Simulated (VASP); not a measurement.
# CuSn3 (Fm-3m) in VASP: notebook

The runs below take CuSn3 through single point, relaxation of cell and atoms, with PBE.

Program: VASP 6.6.1. These are calculated values, not measurements. Logs are shortened: lines on timing, memory, paths and dates and some standing lists are left out, and cuts for length are marked.

## 1. The cell of the first run

Symmetry: Fm-3m, No. 225, cubic system. The conventional cell has a = 7.180 Å, b = 7.180 Å, c = 7.180 Å, α = 90.00°, β = 90.00°, γ = 90.00°. Cu (site symmetry m-3m) has 14 Sn at 3.11 to 3.59 Å within 4.1 Å. Sn (site symmetry m-3m) has 8 Sn at 3.11 Å and 6 Cu at 3.59 Å within 4.1 Å. Sn (site symmetry -43m) has 4 Cu at 3.11 Å and 10 Sn at 3.11 to 3.59 Å within 4.1 Å.

The cell was built from a structure type or drawn by symmetry, and may not be a known phase.

## 2. Single point, PBE

File INCAR:

```
PREC = Accurate ; ENCUT = 520
EDIFF = 1E-6 ; ISMEAR = 0
SIGMA = 0.1 ; LREAL = False
LASPH = True ; NELM = 100
ALGO = Fast ; ISIF = 2
LWAVE = False ; LCHARG = False
GGA = PE ; NBANDS = 34
```

File KPOINTS:

```
Automatic mesh
0
Gamma
  4 4 4
```

File POSCAR:

```
CuSn3
1.0
    0.0000000000      3.5900817400      3.5900817400
    3.5900817400      0.0000000000      3.5900817400
    3.5900817400      3.5900817400      0.0000000000
Cu Sn
1 3
Direct
    0.0000000000      0.0000000000      0.0000000000
    0.5000000000      0.5000000000      0.5000000000
    0.2500000000      0.2500000000      0.2500000000
    0.7500000000      0.7500000000      0.7500000000
```

Potentials or basis: VASP PAW PBE potentials, release 64 (Cu, Sn_d).

The run is started by

```sh
$ cat potpaw_PBE.64/Cu/POTCAR potpaw_PBE.64/Sn_d/POTCAR > POTCAR
$ mpirun -np 1 vasp_std > vasp.out
```

OUTCAR:

```text
PREC = Accurate
   ENCUT = 520
   EDIFF = 1E-6
   ISMEAR = 0
   LREAL = False
   LASPH = True
   NELM = 100
   ISIF = 2
   GGA = PE

 ion  position               nearest neighbor table
   1  0.000  0.000  0.000-   4 3.11   4 3.11   4 3.11   3 3.11   3 3.11   3 3.11   4 3.11   3 3.11

   2  0.500  0.500  0.500-   3 3.11   3 3.11   3 3.11   4 3.11   4 3.11   4 3.11   4 3.11   3 3.11

   3  0.250  0.250  0.250-   1 3.11   1 3.11   1 3.11   2 3.11   2 3.11   2 3.11   2 3.11   1 3.11
                             4 3.59   4 3.59   4 3.59   4 3.59   4 3.59   4 3.59
   4  0.750  0.750  0.750-   2 3.11   2 3.11   2 3.11   1 3.11   1 3.11   1 3.11   2 3.11   1 3.11
                             3 3.59   3 3.59   3 3.59   3 3.59   3 3.59   3 3.59

  LATTYP: Found a face centered cubic cell.
 ALAT       =     7.1801634800

  Lattice vectors:

 A1 = (   0.0000000000,   3.5900817400,   3.5900817400)
 A2 = (   3.5900817400,   0.0000000000,   3.5900817400)
 A3 = (   3.5900817400,   3.5900817400,   0.0000000000)

Analysis of symmetry for initial positions (statically):
=====================================================================
 Subroutine PRICEL returns:
 Original cell was already a primitive cell.

 Routine SETGRP: Setting up the symmetry group for a
 face centered cubic supercell.

 Subroutine GETGRP returns: Found 48 space group operations
 (whereof 48 operations were pure point group operations)
 out of a pool of 48 trial point group operations.

The static configuration has the point symmetry O_h .

Analysis of symmetry for dynamics (positions and initial velocities):
=====================================================================
 Subroutine PRICEL returns:
 Original cell was already a primitive cell.

 Routine SETGRP: Setting up the symmetry group for a
 face centered cubic supercell.

 Subroutine GETGRP returns: Found 48 space group operations
 (whereof 48 operations were pure point group operations)
 out of a pool of 48 trial point group operations.

The dynamic configuration has the point symmetry O_h .

 Subroutine INISYM returns: Found 48 space group operations
 (whereof 48 operations are pure point group operations),
 and found     1 'primitive' translations

----------------------------------------------------------------------------------------

                                     Primitive cell

  volume of cell :      92.5429

  direct lattice vectors                    reciprocal lattice vectors
     0.000000000  3.590081740  3.590081740    -0.139272595  0.139272595  0.139272595
     3.590081740  0.000000000  3.590081740     0.139272595 -0.139272595  0.139272595
     3.590081740  3.590081740  0.000000000     0.139272595  0.139272595 -0.139272595

  length of vectors
     5.077142287  5.077142287  5.077142287     0.241227211  0.241227211  0.241227211

  position of ions in fractional coordinates (direct lattice)
     0.000000000  0.000000000  0.000000000
     0.500000000  0.500000000  0.500000000
     0.250000000  0.250000000  0.250000000
     0.750000000  0.750000000  0.750000000

  ion indices of the primitive-cell ions
   primitive index   ion index
                 1           1
                 2           2
                 3           3
                 4           4

----------------------------------------------------------------------------------------

 KPOINTS: Automatic mesh

Automatic generation of k-mesh.
 Grid dimensions read from file:
 generate k-points for:    4    4    4

 Generating k-lattice:

  Cartesian coordinates                     Fractional coordinates (reciprocal lattice)
    -0.034818149  0.034818149  0.034818149     0.250000000  0.000000000  0.000000000
     0.034818149 -0.034818149  0.034818149     0.000000000  0.250000000  0.000000000
     0.034818149  0.034818149 -0.034818149     0.000000000  0.000000000  0.250000000

  Length of vectors
     0.060306803  0.060306803  0.060306803

  Shift w.r.t. Gamma in fractional coordinates (k-lattice)
     0.000000000  0.000000000  0.000000000

 Subroutine IBZKPT returns following result:
 ===========================================

 Found      8 irreducible k-points:

 Following reciprocal coordinates:
            Coordinates               Weight
  0.000000  0.000000  0.000000      1.000000
  0.250000  0.000000  0.000000      8.000000
  0.500000  0.000000  0.000000      4.000000
  0.250000  0.250000  0.000000      6.000000
  0.500000  0.250000  0.000000     24.000000
 -0.250000  0.250000  0.000000     12.000000
  0.500000  0.500000  0.000000      3.000000
 -0.250000  0.500000  0.250000      6.000000
   k-points           NKPTS =      8   k-points in BZ     NKDIM =      8   number of bands    NBANDS=     34
   number of dos      NEDOS =    301   number of ions     NIONS =      4
   total plane-waves  NPLWV =  64000
   dimension x,y,z NGX =    40 NGY =   40 NGZ =   40
   dimension x,y,z NGXF=    80 NGYF=   80 NGZF=   80
   ions per type =               1   3
   NGX,Y,Z   is equivalent  to a cutoff of  13.10, 13.10, 13.10 a.u.
   NGXF,Y,Z  is equivalent  to a cutoff of  26.20, 26.20, 26.20 a.u.
 SYSTEM =  unknown system
   PREC   = accura    normal or accurate (medium, high low for compatibility)
   ISTART =      0    job   : 0-new  1-cont  2-samecut
   ICHARG =      2    charge: 1-file 2-atom 10-const
   ISPIN  =      1    spin polarized calculation?
   LNONCOLLINEAR =      F non collinear calculations
   LSORBIT =      F    spin-orbit coupling
   LASPH  =      T    aspherical Exc in radial PAW
   ENCUT  =  520.0 eV  38.22 Ry    6.18 a.u.   9.44  9.44  9.44*2*pi/ulx,y,z
   NELM   =    100;   NELMIN=  2; NELMDL= -5     # of ELM steps
   EDIFF  = 0.1E-05   stopping-criterion for ELM
   LREAL  =      F    real-space projection
   EDIFFG = 0.1E-04   stopping-criterion for IOM
   NSW    =      0    number of steps for IOM
   IBRION =     -1    ionic relax: 0-MD 1-quasi-New 2-CG
   NFREE  =      0    steps in history (QN), initial steepest desc. (CG)
   ISIF   =      2    stress and relaxation
   ISYM   =      2    0-nonsym 1-usesym 2-fastsym
   POTIM  = 0.5000    time-step for ionic-motion
   TEBEG  =    0.0;   TEEND  =   0.0 temperature during run
   PSTRESS=    0.0 pullay stress
   NELECT =      53.0000    total number of electrons
   NUPDOWN=      -1.0000    fix difference up-down
   EMIN   =  10.00;   EMAX   =-10.00  energy-range for DOS
   EFERMI =   0.00;   METHOD = LEGACY
   ISMEAR =     0;   SIGMA  =   0.10  broadening in eV -4-tet -1-fermi 0-gaus
   EFERMI_NEDOS =   21; number of points for ismear=-14 and -15
   IALGO  =     68    algorithm
   IMIX   =      4    mixing-type and parameters
     AMIX     =   0.40;   BMIX     =  1.00
     AMIX_MAG =   1.60;   BMIX_MAG =  1.00
  volume/ion in A,a.u.               =      23.14       156.13
  Fermi-wavevector in a.u.,A,eV,Ry     =   1.359521  2.569121 25.147597  1.848296
  Thomas-Fermi vector in A             =   2.486261
   LORBIT       =      0    0 simple, 1 ext, 2 COOP (PROOUT), +10 PAW based schemes
   GGA     = PE    functional components
   LHFCALC =     F    Hartree Fock is set to
   AEXX    =    0.0000 exact exchange contribution
   IVDW    =     0    specifies the selected vdW correction
   LEPSILON=     F    determine dielectric tensor
   LRPA    =     F    only Hartree local field effects (RPA)
 non-spin polarized calculation
 RMM-DIIS sequential band-by-band and
 Gauss-broadening in eV      SIGMA  =   0.10
  energy-cutoff  :      520.00
  volume of cell :       92.54
 maximum number of plane-waves:      2511
 NGX is ok and might be reduce to    40
   NGX = 19   NGY = 19   NGZ = 19

 number of electron      53.0000022 magnetization

 Free energy of the ion-electron system (eV)
  ---------------------------------------------------
  ext. energy  EPLUGINS =         0.00000000
  ---------------------------------------------------
  free energy    TOTEN  =       -14.11358456 eV

  energy without entropy =      -14.10990155  energy(sigma->0) =      -14.11174306

 E-fermi :   8.0133     XC(G=0): -10.7309

 val. band max:        7.9405227743   @ k =  -0.2500   0.5000   0.2500
 cond. band min:       8.3807128925   @ k =   0.5000   0.2500   0.0000
 fundamental gap:      0.4401901182
 Fermi energy:         8.0132834622

 k-point     1 :       0.0000    0.0000    0.0000
  band No.  band energies     occupation
      1     -13.5000      2.00000
      2     -13.5000      2.00000
      3     -13.5000      2.00000
      4     -13.4740      2.00000
      5     -13.4740      2.00000
      6     -13.2841      2.00000
[... 26 lines left out ...]
     33      10.3589      0.00000
     34      13.2544      0.00000

 k-point     2 :       0.2500    0.0000    0.0000
  band No.  band energies     occupation
      1     -13.5114      2.00000
      2     -13.5114      2.00000
      3     -13.5000      2.00000
      4     -13.4577      2.00000
      5     -13.4577      2.00000
      6     -13.2718      2.00000
[... 26 lines left out ...]
     33      13.6861      0.00000
     34      15.2444      0.00000

 k-point     3 :       0.5000    0.0000    0.0000
  band No.  band energies     occupation
      1     -13.5222      2.00000
      2     -13.5222      2.00000
      3     -13.4926      2.00000
      4     -13.4395      2.00000
      5     -13.4395      2.00000
      6     -13.2561      2.00000
[... 26 lines left out ...]
     33      13.4625      0.00000
     34      13.4626      0.00000

 k-point     4 :       0.2500    0.2500    0.0000
  band No.  band energies     occupation
      1     -13.5187      2.00000
      2     -13.5187      2.00000
      3     -13.4879      2.00000
      4     -13.4578      2.00000
      5     -13.4512      2.00000
      6     -13.2838      2.00000
[... 26 lines left out ...]
     33      12.3745      0.00000
     34      13.7795      0.00000

 k-point     5 :       0.5000    0.2500    0.0000
  band No.  band energies     occupation
      1     -13.5264      2.00000
      2     -13.5187      2.00000
      3     -13.4941      2.00000
      4     -13.4442      2.00000
      5     -13.4326      2.00000
      6     -13.2767      2.00000
[... 26 lines left out ...]
     33      14.2361      0.00000
     34      14.3959      0.00000

 k-point     6 :      -0.2500    0.2500    0.0000
  band No.  band energies     occupation
      1     -13.5190      2.00000
      2     -13.5158      2.00000
      3     -13.5021      2.00000
      4     -13.4431      2.00000
      5     -13.4422      2.00000
      6     -13.2690      2.00000
[... 26 lines left out ...]
     33      14.1873      0.00000
     34      14.9914      0.00000

 k-point     7 :       0.5000    0.5000    0.0000
  band No.  band energies     occupation
      1     -13.5304      2.00000
      2     -13.5304      2.00000
      3     -13.4780      2.00000
      4     -13.4497      2.00000
      5     -13.4211      2.00000
      6     -13.3014      2.00000
[... 26 lines left out ...]
     33      13.0774      0.00000
     34      15.1411      0.00000

 k-point     8 :      -0.2500    0.5000    0.2500
  band No.  band energies     occupation
      1     -13.5279      2.00000
      2     -13.5073      2.00000
      3     -13.5073      2.00000
      4     -13.4413      2.00000
      5     -13.4283      2.00000
      6     -13.2735      2.00000
[... 26 lines left out ...]
     33      14.8450      0.00000
     34      15.0584      0.00000

------------------------ aborting loop because EDIFF is reached ----------------------------------------

  FORCE on cell =-STRESS in cart. coord.  units (eV):
  Direction    XX          YY          ZZ          XY          YZ          ZX
  --------------------------------------------------------------------------------------
  -------------------------------------------------------------------------------------
  Total        1.0696163      1.0696163      1.0696163     -0.0000000      0.0000000     -0.0000000
  in kB       18.5180641     18.5180641     18.5180641     -0.0000000      0.0000000     -0.0000000
  external PRESSURE =      18.5180641 kB  Pullay stress =       0.0000000 kB

 VOLUME and BASIS-vectors are now :
 -----------------------------------------------------------------------------
  energy-cutoff  :      520.00
  volume of cell :       92.54
      direct lattice vectors                 reciprocal lattice vectors
     0.000000000  3.590081740  3.590081740    -0.139272595  0.139272595  0.139272595
     3.590081740  0.000000000  3.590081740     0.139272595 -0.139272595  0.139272595
     3.590081740  3.590081740  0.000000000     0.139272595  0.139272595 -0.139272595

 POSITION                                       TOTAL-FORCE (eV/Angst)
 -----------------------------------------------------------------------------------
      0.00000      0.00000      0.00000        -0.000000      0.000000     -0.000000
      3.59008      3.59008      3.59008        -0.000000      0.000000     -0.000000
      1.79504      1.79504      1.79504        -0.000000     -0.000000     -0.000000
      5.38512      5.38512      5.38512         0.000000      0.000000      0.000000
 -----------------------------------------------------------------------------------
    total drift:                               -0.000000      0.000000      0.000000

  FREE ENERGIE OF THE ION-ELECTRON SYSTEM (eV)
  ---------------------------------------------------
  free  energy   TOTEN  =       -14.1135845631 eV

  energy  without entropy=      -14.1099015477  energy(sigma->0) =      -14.11174306
```

It took 1.7 min on 1 thread of Intel Xeon 8259CL, shared host; peak memory 0.23 GiB.

What came out:

```yaml
Free_energy: -14.1136 eV
Pressure: 1.9 GPa
Band_gap_on_the_k_mesh: zero (an odd number of electrons rules out a gap without spin polarisation)
```

Levels at points of the mesh, in eV from the Fermi level:
| k point | band 22 | band 23 | band 24 | band 25 | band 26 | band 27 | band 28 | band 29 | band 30 | band 31 |
| --- | --- | --- | --- | --- | --- | --- | --- | --- | --- | --- |
| (0.00, 0.00, 0.00) | -2.42 | -2.42 | -0.80 | -0.80 | -0.80 | -0.27 | -0.27 | -0.27 | 1.61 | 1.61 |
| (0.50, 0.00, 0.00) | -2.43 | -2.43 | -1.24 | -1.24 | -1.17 | -0.90 | -0.90 | 3.10 | 3.22 | 4.66 |
| (0.50, 0.50, 0.00) | -2.46 | -2.46 | -2.38 | -2.21 | -2.00 | 3.75 | 3.75 | 3.85 | 4.66 | 4.66 |

Caveat: the k points lie up to 0.38 Å⁻¹ apart, too coarse for converged energies and pressures of a metal; spin-orbit coupling is left out, which moves the levels of the heavy elements.

(Continued in part 2 of 2.)
